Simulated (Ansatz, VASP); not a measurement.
Two plane-wave programs on LiBr

```
Li Br
1.0
     0.00000    2.70552    2.70552
     2.70552    0.00000    2.70552
     2.70552    2.70552    0.00000
Li Br
1 1
Direct
  0.00000 0.00000 0.00000
  0.50000 0.50000 0.50000
```

Alike in both runs: functional PBEsol; k mesh 8 × 8 × 8; no spin polarisation.

Ansatz relaxed the structure, and its values are those at the end. VASP's run is a single point on that final structure, the one shown.

```csv
,VASP,Ansatz
version,VASP 6.6.1,Ansatz 0.2.0
potentials or method,"VASP PAW PBE potentials, release 64 (Li_sv, Br), cutoff 750 eV","scalar-relativistic, plane waves, PAW"
occupations,"gaussian, width 0.01 eV",fixed
valence electrons in the cell,10,10
```

```tsv
	VASP	Ansatz	Ansatz less VASP
gap on the k mesh at the Fermi level (eV)	4.99	4.99	-0.001
least direct gap on the mesh (eV)	4.99	4.99	-0.001
pressure (GPa)	0.0	0.0	+0.02
```

VASP's potentials were made for PBE, not for PBEsol.
